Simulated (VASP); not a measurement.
Here is a VASP 6.6.1 calculation.

Contents of INCAR:

```
  ALGO = Normal
  DIPOL = 0.5 0.5 0.306
  EDIFF = 1E-6
  ENCUT = 520
  GGA = PE
  IDIPOL = 3
  ISIF = 2
  ISMEAR = 0
  IVDW = 12
  LASPH = True
  LCHARG = False
  LDIPOL = True
  LREAL = False
  LWAVE = False
  NBANDS = 102
  NELM = 80
  PREC = Accurate
  SIGMA = 0.1
```

File KPOINTS:

```
k-points
0
Gamma
  5 5 1
```

The input POSCAR:

```
Mo12CO
1.0
    5.4217526921      0.0000000000      0.0000000000
   -1.8072508974      5.1116774593      0.0000000000
    0.0000000000      0.0000000000     23.0631157589
Mo O C
12 1 1
Direct
    0.2500000000      0.2500000000      0.1734371037
    0.2500000000      0.7500000000      0.1734371037
    0.7500000000      0.2500000000      0.1734371037
    0.7500000000      0.7500000000      0.1734371037
    0.0000000000      0.0000000000      0.2669425932
    0.0000000000      0.5000000000      0.2669425932
    0.5000000000      0.0000000000      0.2669425932
    0.5000000000      0.5000000000      0.2669425932
    0.2500000000      0.2500000000      0.3604506800
    0.2500000000      0.7500000000      0.3604506800
    0.7500000000      0.2500000000      0.3604506800
    0.7500000000      0.7500000000      0.3604506800
    0.3333333333      0.4166666667      0.5165440734
    0.3333333333      0.4166666667      0.5664072407
```

Potentials or basis: VASP PAW PBE potentials, release 64 (Mo_sv, O, C).

Launch:

```bash
$ cat potpaw_PBE.64/Mo_sv/POTCAR potpaw_PBE.64/O/POTCAR potpaw_PBE.64/C/POTCAR > POTCAR
$ mpirun -np 1 vasp_std > vasp.out
```

Question: Estimate the dispersion energy per atom.

Answer: -0.419 eV.

Question: Predict the band gap on the k mesh.

Answer: Zero (bands 89 and 90 overlap by 1.82 eV).

Question: Estimate the largest force.

Answer: 0.709 eV/Å.

Forces in eV/Å, atoms in the order of the input:
```
Mo   0.001  0.006 -0.032
Mo   0.004 -0.004 -0.038
Mo   0.000  0.002 -0.037
Mo  -0.005 -0.004 -0.035
Mo  -0.001 -0.005  0.033
Mo  -0.001 -0.001  0.000
Mo  -0.002  0.003  0.011
Mo   0.003  0.003 -0.004
Mo   0.006  0.006  0.063
Mo  -0.002  0.007  0.013
Mo   0.000 -0.001  0.011
Mo   0.002  0.001  0.022
O   -0.006 -0.015  0.703
C    0.001  0.004 -0.709
```
